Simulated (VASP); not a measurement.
Here is a VASP 6.6.1 calculation.

File INCAR:

```
ALGO     = Normal         # electronic algorithm
EDIFF    = 1E-6           # SCF threshold, eV
ENCUT    = 520            # plane-wave cutoff, eV
GGA      = PE             # functional
ISIF     = 2              # what is computed and relaxed
ISMEAR   = -1             # smearing method
LASPH    = T              # aspherical terms in the spheres
LCHARG   = F              # write CHGCAR
LREAL    = F              # projectors in reciprocal space
LWAVE    = F              # write WAVECAR
NBANDS   = 21             # bands
NELM     = 100            # most SCF steps
PREC     = Accurate       # precision mode
SIGMA    = 0.1            # smearing width, eV
```

The input KPOINTS:

```
k-points
0
Gamma
  15 15 8
```

The input POSCAR:

```
Mo
1.0
   -1.8921944514      1.8920433355      1.3085562794
    1.8920433355     -1.8921944514      1.3085562794
    3.1167702812      3.1167702812     -1.3088330484
Mo
2
Direct
    0.9999597933      0.0000402067      0.0000000000
    0.7500402067      0.2499597933      0.5000000000
```

Potentials or basis: VASP PAW PBE potentials, release 64 (Mo_sv).

Launch:

```bash
$ cat potpaw_PBE.64/Mo_sv/POTCAR > POTCAR
$ mpirun -np 1 vasp_std > vasp.out
```

(1) What does it give for the largest force?

(2) Predict the pressure.

(3) Predict the band gap on the k mesh.

Results:

(1) 0.004 eV/Å.

(2) 11.3 GPa.

(3) zero (bands 14 and 15 overlap by 1.71 eV).

Caveat: the cell stands under pressure.
